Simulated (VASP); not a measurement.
# HW4C4 in VASP: single point with PBEsol

Aim: the single point of HW4C4 with PBEsol.

All numbers are computed with VASP 6.6.1; they aren't measurements. Logs are shortened: lines on timing, memory, paths and dates and some standing lists are left out, and cuts for length are marked.

### 1 The cell of the first run

The cell holds a slab with vacuum, 18 atoms: a = 5.776 Å, b = 5.776 Å, c = 15.238 Å, α = 90.00°, β = 90.00°, γ = 120.00°.

### 2 Single point, PBEsol

The input, INCAR:

```
ALGO = Normal ; EDIFF = 1E-7
ENCUT = 520 ; GGA = PS
ISIF = 2 ; ISMEAR = -1
LASPH = True ; LCHARG = False
LREAL = Auto ; LWAVE = False
NBANDS = 88 ; NELM = 100
PREC = Accurate ; SIGMA = 0.15
```

The input, KPOINTS:

```
k-points
0
Gamma
  2 2 1
```

The input, POSCAR:

```
HW4C4
1.0
    5.7763200000      0.0000000000      0.0000000000
   -2.8881600000      5.0024400000      0.0000000000
    0.0000000000      0.0000000000     15.2384600000
W C H
8 8 2
Direct
    0.0000000000      0.0000000000      0.0656234000
   -0.0001670238     -0.0001574601      0.2526325917
    0.0000000000      0.5000000000      0.0656234000
   -0.0001694019      0.4998490049      0.2527273536
    0.5000000000      0.0000000000      0.0656234000
    0.4997978973     -0.0001823760      0.2527317464
    0.5000000000      0.5000000000      0.0656234000
    0.4998195033      0.4998422585      0.2527242303
    0.3334414127      0.1665685918      0.1509935216
    0.3328838838      0.1666906688      0.3255709015
    0.3333900796      0.6664861736      0.1510204212
    0.3329939125      0.6666674685      0.3255955275
    0.8333481716      0.1665133212      0.1509295677
    0.8330475577      0.1668639977      0.3255429697
    0.8332793629      0.6663747371      0.1510414955
    0.8333035054      0.6672392024      0.3257379899
    0.0958872510      0.8561376553      0.5163908693
   -0.0175266895      0.8873947377      0.5156362418
```

Potentials or basis: VASP PAW PBE potentials, release 64 (W_sv, C, H).

On the command line:

```
cat potpaw_PBE.64/W_sv/POTCAR potpaw_PBE.64/C/POTCAR potpaw_PBE.64/H/POTCAR > POTCAR
mpirun -np 1 vasp_std > vasp.out
```

OUTCAR:

```text
EDIFF = 1E-7
   ENCUT = 520
   GGA = PS
   ISIF = 2
   ISMEAR = -1
   LASPH = True
   LREAL = Auto
   NELM = 100
   PREC = Accurate

 ion  position               nearest neighbor table
   1  0.000  0.000  0.066-  13 2.11   9 2.12  15 2.12   2 2.85   5 2.89   5 2.89   3 2.89   3 2.89
                             7 2.89   7 2.89
   2  1.000  1.000  0.253-  16 2.00  10 2.00  14 2.01  15 2.28  13 2.28   9 2.28   1 2.85   6 2.89
                             4 2.89   8 2.89   8 2.89   4 2.89   6 2.89
   3  0.000  0.500  0.066-  15 2.11  13 2.11  11 2.12   4 2.85   7 2.89   7 2.89   5 2.89   1 2.89
                             1 2.89   5 2.89
   4  1.000  0.500  0.253-  14 2.00  12 2.00  16 2.01  15 2.28  11 2.28  13 2.28   3 2.85   6 2.89
                             8 2.89   2 2.89   8 2.89   2 2.89   6 2.89
   5  0.500  0.000  0.066-   9 2.11  13 2.11  11 2.12   6 2.85   1 2.89   1 2.89   3 2.89   7 2.89
                             7 2.89   3 2.89
   6  0.500  1.000  0.253-  14 2.00  12 2.00  10 2.01   9 2.28  11 2.28  13 2.28   5 2.85   4 2.89
                             2 2.89   8 2.89   8 2.89   2 2.89   4 2.89
   7  0.500  0.500  0.066-  11 2.11  15 2.12   9 2.12   8 2.85   3 2.89   3 2.89   5 2.89   5 2.89
                             1 2.89   1 2.89
   8  0.500  0.500  0.253-  10 2.00  12 2.00  16 2.01  11 2.28   9 2.28  15 2.28   7 2.85   6 2.89
                             4 2.89   2 2.89   2 2.89   4 2.89   6 2.89
   9  0.333  0.167  0.151-   5 2.11   7 2.12   1 2.12   6 2.28   8 2.28   2 2.28
  10  0.333  0.167  0.326-   8 2.00   2 2.00   6 2.01
  11  0.333  0.666  0.151-   7 2.11   3 2.12   5 2.12   8 2.28   6 2.28   4 2.28
  12  0.333  0.667  0.326-   6 2.00   4 2.00   8 2.00
  13  0.833  0.167  0.151-   1 2.11   5 2.11   3 2.11   2 2.28   4 2.28   6 2.28
  14  0.833  0.167  0.326-   4 2.00   6 2.00   2 2.01
  15  0.833  0.666  0.151-   3 2.11   7 2.12   1 2.12   4 2.28   2 2.28   8 2.28
  16  0.833  0.667  0.326-   2 2.00   8 2.01   4 2.01
  17  0.096  0.856  0.516-  18 0.76
  18  0.982  0.887  0.516-  17 0.76

  LATTYP: Found a hexagonal cell.
 ALAT       =     5.7763200000
 C/A-ratio  =     2.6380913800

  Lattice vectors:

 A1 = (   5.7763200000,   0.0000000000,   0.0000000000)
 A2 = (  -2.8881600000,   5.0024400000,   0.0000000000)
 A3 = (   0.0000000000,   0.0000000000,  15.2384600000)

Analysis of symmetry for initial positions (statically):
=====================================================================
 Subroutine PRICEL returns:
 Original cell was already a primitive cell.

 Routine SETGRP: Setting up the symmetry group for a
 hexagonal supercell.

 Subroutine GETGRP returns: Found  1 space group operations
 (whereof  1 operations were pure point group operations)
 out of a pool of 24 trial point group operations.

The static configuration has the point symmetry C_1 .

Analysis of symmetry for dynamics (positions and initial velocities):
=====================================================================
 Subroutine PRICEL returns:
 Original cell was already a primitive cell.

 Routine SETGRP: Setting up the symmetry group for a
 hexagonal supercell.

 Subroutine GETGRP returns: Found  1 space group operations
 (whereof  1 operations were pure point group operations)
 out of a pool of 24 trial point group operations.

The dynamic configuration has the point symmetry C_1 .

 Subroutine INISYM returns: Found  1 space group operations
 (whereof  1 operations are pure point group operations),
 and found     1 'primitive' translations

----------------------------------------------------------------------------------------

                                     Primitive cell

  volume of cell :     440.3259

  direct lattice vectors                    reciprocal lattice vectors
     5.776320000  0.000000000  0.000000000     0.173120603  0.099951224  0.000000000
    -2.888160000  5.002440000  0.000000000     0.000000000  0.199902448  0.000000000
     0.000000000  0.000000000 15.238460000     0.000000000  0.000000000  0.065623429

  length of vectors
     5.776320000  5.776320121 15.238460000     0.199902452  0.199902448  0.065623429

  position of ions in fractional coordinates (direct lattice)
     0.000000000  0.000000000  0.065623400
     0.999832976  0.999842540  0.252632592
     1.000000000  0.500000000  0.065623400
     0.999830598  0.499849005  0.252727354
     0.500000000  0.000000000  0.065623400
     0.499797897  0.999817624  0.252731746
[... 10 lines left out ...]
     0.095887251  0.856137655  0.516390869
     0.982473310  0.887394738  0.515636242

  ion indices of the primitive-cell ions
   primitive index   ion index
                 1           1
                 2           2
                 3           3
                 4           4
                 5           5
                 6           6
[... 10 lines left out ...]
                17          17
                18          18

----------------------------------------------------------------------------------------

 KPOINTS: k-points

Automatic generation of k-mesh.
 Grid dimensions read from file:
 generate k-points for:    2    2    1

 Generating k-lattice:

  Cartesian coordinates                     Fractional coordinates (reciprocal lattice)
     0.086560301  0.049975612  0.000000000     0.500000000 -0.000000000  0.000000000
     0.000000000  0.099951224  0.000000000     0.000000000  0.500000000  0.000000000
     0.000000000  0.000000000  0.065623429     0.000000000  0.000000000  1.000000000

  Length of vectors
     0.099951226  0.099951224  0.065623429

  Shift w.r.t. Gamma in fractional coordinates (k-lattice)
     0.000000000  0.000000000  0.000000000

 Subroutine IBZKPT returns following result:
 ===========================================

 Found      4 irreducible k-points:

 Following reciprocal coordinates:
            Coordinates               Weight
  0.000000  0.000000  0.000000      1.000000
  0.500000  0.000000  0.000000      1.000000
  0.000000  0.500000  0.000000      1.000000
  0.500000  0.500000  0.000000      1.000000
   k-points           NKPTS =      4   k-points in BZ     NKDIM =      4   number of bands    NBANDS=     88
   number of dos      NEDOS =    301   number of ions     NIONS =     18
   total plane-waves  NPLWV = 276480
   dimension x,y,z NGX =    48 NGY =   48 NGZ =  120
   dimension x,y,z NGXF=    96 NGYF=   96 NGZF=  240
   ions per type =               8   8   2
   NGX,Y,Z   is equivalent  to a cutoff of  13.81, 13.81, 13.09 a.u.
   NGXF,Y,Z  is equivalent  to a cutoff of  27.63, 27.63, 26.18 a.u.
 SYSTEM =  unknown system
   PREC   = accura    normal or accurate (medium, high low for compatibility)
   ISTART =      0    job   : 0-new  1-cont  2-samecut
   ICHARG =      2    charge: 1-file 2-atom 10-const
   ISPIN  =      1    spin polarized calculation?
   LNONCOLLINEAR =      F non collinear calculations
   LSORBIT =      F    spin-orbit coupling
   LASPH  =      T    aspherical Exc in radial PAW
   ENCUT  =  520.0 eV  38.22 Ry    6.18 a.u.  10.74 10.74 28.33*2*pi/ulx,y,z
   NELM   =    100;   NELMIN=  2; NELMDL= -5     # of ELM steps
   EDIFF  = 0.1E-06   stopping-criterion for ELM
   LREAL  =      T    real-space projection
   EDIFFG = 0.1E-05   stopping-criterion for IOM
   NSW    =      0    number of steps for IOM
   IBRION =     -1    ionic relax: 0-MD 1-quasi-New 2-CG
   NFREE  =      0    steps in history (QN), initial steepest desc. (CG)
   ISIF   =      2    stress and relaxation
   ISYM   =      2    0-nonsym 1-usesym 2-fastsym
   POTIM  = 0.5000    time-step for ionic-motion
   TEBEG  =    0.0;   TEEND  =   0.0 temperature during run
   PSTRESS=    0.0 pullay stress
   NELECT =     146.0000    total number of electrons
   NUPDOWN=      -1.0000    fix difference up-down
   EMIN   =  10.00;   EMAX   =-10.00  energy-range for DOS
   EFERMI =   0.00;   METHOD = LEGACY
   ISMEAR =    -1;   SIGMA  =   0.15  broadening in eV -4-tet -1-fermi 0-gaus
   EFERMI_NEDOS =   21; number of points for ismear=-14 and -15
   IALGO  =     38    algorithm
   IMIX   =      4    mixing-type and parameters
     AMIX     =   0.40;   BMIX     =  1.00
     AMIX_MAG =   1.60;   BMIX_MAG =  1.00
  volume/ion in A,a.u.               =      24.46       165.08
  Fermi-wavevector in a.u.,A,eV,Ry     =   1.133099  2.141246 17.468690  1.283912
  Thomas-Fermi vector in A             =   2.269801
   LORBIT       =      0    0 simple, 1 ext, 2 COOP (PROOUT), +10 PAW based schemes
   GGA     = PS    functional components
   LHFCALC =     F    Hartree Fock is set to
   AEXX    =    0.0000 exact exchange contribution
   IVDW    =     0    specifies the selected vdW correction
   LEPSILON=     F    determine dielectric tensor
   LRPA    =     F    only Hartree local field effects (RPA)
 non-spin polarized calculation
  energy-cutoff  :      520.00
  volume of cell :      440.33
 maximum number of plane-waves:     11888
 NGX is ok and might be reduce to    48
   NGX = 21   NGY = 21   NGZ = 57

 number of electron     145.9999994 magnetization

 Free energy of the ion-electron system (eV)
  ---------------------------------------------------
  ext. energy  EPLUGINS =         0.00000000
  ---------------------------------------------------
  free energy    TOTEN  =      -179.77417904 eV

  energy without entropy =     -179.21333277  energy(sigma->0) =     -179.49375590

 E-fermi :   0.8537     XC(G=0):  -6.8268

 val. band max:        0.8501365531   @ k =   0.5000   0.5000   0.0000
 cond. band min:       0.8538849490   @ k =   0.5000   0.0000   0.0000
 fundamental gap:      0.0037483958
 Fermi energy:         0.8537200386

 k-point     1 :       0.0000    0.0000    0.0000
  band No.  band energies     occupation
      1     -73.1852      2.00000
      2     -73.1238      2.00000
      3     -73.1234      2.00000
      4     -73.1231      2.00000
      5     -72.8782      2.00000
      6     -72.8133      2.00000
[... 77 lines left out ...]
     84       4.0731      0.00000
     85       4.2227      0.00000

 k-point     2 :       0.5000    0.0000    0.0000
  band No.  band energies     occupation
      1     -73.1546      2.00000
      2     -73.1542      2.00000
      3     -73.1236      2.00000
      4     -73.1232      2.00000
      5     -72.8466      2.00000
      6     -72.8433      2.00000
[... 77 lines left out ...]
     84       2.7665      0.00001
     85       2.7840      0.00001

 k-point     3 :       0.0000    0.5000    0.0000
  band No.  band energies     occupation
      1     -73.1546      2.00000
      2     -73.1541      2.00000
      3     -73.1237      2.00000
      4     -73.1232      2.00000
      5     -72.8459      2.00000
      6     -72.8441      2.00000
[... 77 lines left out ...]
     84       2.7647      0.00001
     85       2.7818      0.00001

 k-point     4 :       0.5000    0.5000    0.0000
  band No.  band energies     occupation
      1     -73.1544      2.00000
      2     -73.1543      2.00000
      3     -73.1235      2.00000
      4     -73.1234      2.00000
      5     -72.8463      2.00000
      6     -72.8436      2.00000
[... 77 lines left out ...]
     84       2.7780      0.00001
     85       2.7946      0.00000
 [bands above 85 left out]

------------------------ aborting loop because EDIFF is reached ----------------------------------------

  FORCE on cell =-STRESS in cart. coord.  units (eV):
  Direction    XX          YY          ZZ          XY          YZ          ZX
  --------------------------------------------------------------------------------------
  -------------------------------------------------------------------------------------
  Total        2.8882919      2.9954489      0.8539579      0.0291789     -0.0402857      0.0979831
  in kB       10.5093886     10.8992920      3.1072259      0.1061710     -0.1465841      0.3565232
  external PRESSURE =       8.1719688 kB  Pullay stress =       0.0000000 kB

 VOLUME and BASIS-vectors are now :
 -----------------------------------------------------------------------------
  energy-cutoff  :      520.00
  volume of cell :      440.33
      direct lattice vectors                 reciprocal lattice vectors
     5.776320000  0.000000000  0.000000000     0.173120603  0.099951224  0.000000000
    -2.888160000  5.002440000  0.000000000     0.000000000  0.199902448  0.000000000
     0.000000000  0.000000000 15.238460000     0.000000000  0.000000000  0.065623429

 POSITION                                       TOTAL-FORCE (eV/Angst)
 -----------------------------------------------------------------------------------
      0.00000      0.00000      1.00000         0.008062     -0.012288     -0.081738
      2.88765      5.00165      3.84973        -0.012696      0.011164     -0.047506
     -1.44408      2.50122      1.00000         0.004144     -0.002329     -0.074580
      4.33170      2.50046      3.85118        -0.028792      0.025139     -0.053455
      2.88816      0.00000      1.00000         0.002569     -0.011412     -0.078446
     -0.00064      5.00153      3.85124        -0.008101      0.015720     -0.063008
[... 10 lines left out ...]
     -1.91879      4.28278      7.86900        -0.071643      0.013885      0.002690
      3.11214      4.43914      7.85750         0.081753     -0.018684      0.000704
 -----------------------------------------------------------------------------------
    total drift:                               -0.016004      0.015898     -0.015536

  FREE ENERGIE OF THE ION-ELECTRON SYSTEM (eV)
  ---------------------------------------------------
  free  energy   TOTEN  =      -179.7741790397 eV

  energy  without entropy=     -179.2133327672  energy(sigma->0) =     -179.49375590
```

Run time: 19 min. Hardware: 1 thread of Intel Xeon 8259CL, shared host; peak memory 0.63 GiB.

Results:

| Property | Result |
| --- | --- |
| Free energy | -179.7742 eV |
| Largest force | 0.119 eV/Å |
| Band gap on the k mesh | zero (bands 73 and 74 overlap by 0.19 eV) |

Forces in eV/Å, atoms in the order of the input:
```
W    0.008 -0.012 -0.082
W   -0.013  0.011 -0.048
W    0.004 -0.002 -0.075
W   -0.029  0.025 -0.053
W    0.003 -0.011 -0.078
W   -0.008  0.016 -0.063
W    0.006 -0.005 -0.073
W    0.016  0.019 -0.045
C   -0.015  0.003  0.026
C    0.007 -0.010  0.109
C   -0.013  0.006  0.022
C    0.008 -0.005  0.119
C   -0.011  0.010  0.045
C    0.026 -0.022  0.114
C   -0.007  0.016  0.019
C    0.010 -0.032  0.059
H   -0.072  0.014  0.003
H    0.082 -0.019  0.001
```

Levels at points of the mesh, in eV from the Fermi level:
```
           k point  band 71  band 72  band 73  band 74  band 75  band 76
(0.00, 0.00, 0.00)     0.19     0.19     0.19     0.19     1.21     1.50
(0.50, 0.00, 0.00)    -1.24    -0.59    -0.59     0.00     0.00     1.09
(0.00, 0.50, 0.00)    -1.24    -0.59    -0.58     0.00     0.01     1.09
(0.50, 0.50, 0.00)    -1.24    -0.59    -0.59    -0.01     0.00     1.09
```

Caveat: the k points lie up to 0.63 Å⁻¹ apart; the PAW data sets were made with another functional, which shifts forces and pressure a little; spin-orbit coupling is left out, which moves the levels of the heavy elements.
